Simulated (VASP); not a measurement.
Runs of VASP 6.6.1 on Si. The structure is that of space group Fd-3m (No. 227), or close to it. The cells are those of the table. 

```tsv
task	level	cell	cutoff (eV)	gap on the mesh (eV)	pressure (GPa)	relaxed volume (Å³/atom)
relaxation of cell and atoms	PBE	relaxed from a = 3.838 Å, angles 60.0°, 2 atoms	600	0.75	0.0	20.46
relaxation of cell and atoms	PBE+D3(BJ)	relaxed from a = 3.838 Å, angles 60.0°, 2 atoms	600	0.70	0.0	(a)
relaxation of cell and atoms	r2SCAN+D4	relaxed from a = 3.838 Å, angles 60.0°, 2 atoms	600	0.91	-0.1	-
relaxation of cell and atoms	r2SCAN	relaxed from a = 3.838 Å, angles 60.0°, 2 atoms	600	0.93	0.0	(b)
single point	PBE+D3(BJ)	a = 3.835 Å, angles 60.0°, 2 atoms	520	0.70	-0.1	-
single point	r2SCAN+D4	a = 3.839 Å, angles 60.0°, 2 atoms	520	0.92	-0.2	-
single point	r2SCAN	a = 3.851 Å, angles 60.0°, 2 atoms	520	0.93	-0.2	-
single point	PBE	a = 3.869 Å, angles 60.0°, 2 atoms	520	0.75	-0.1	-
```

Alike in all rows: potentials or basis VASP PAW PBE potentials, release 64 (Si); no spin polarisation; k mesh 6 × 6 × 6; smearing fermi-dirac 0.02 eV.

Problem. Fill in the values left out.

Solution. (a) 19.92; (b) 20.13.

Caveats: the PAW data sets were made with another functional, which shifts forces and pressure a little (some runs); the relaxation stopped at its first step, so nothing moved (some runs).

A k mesh can miss the band edges.
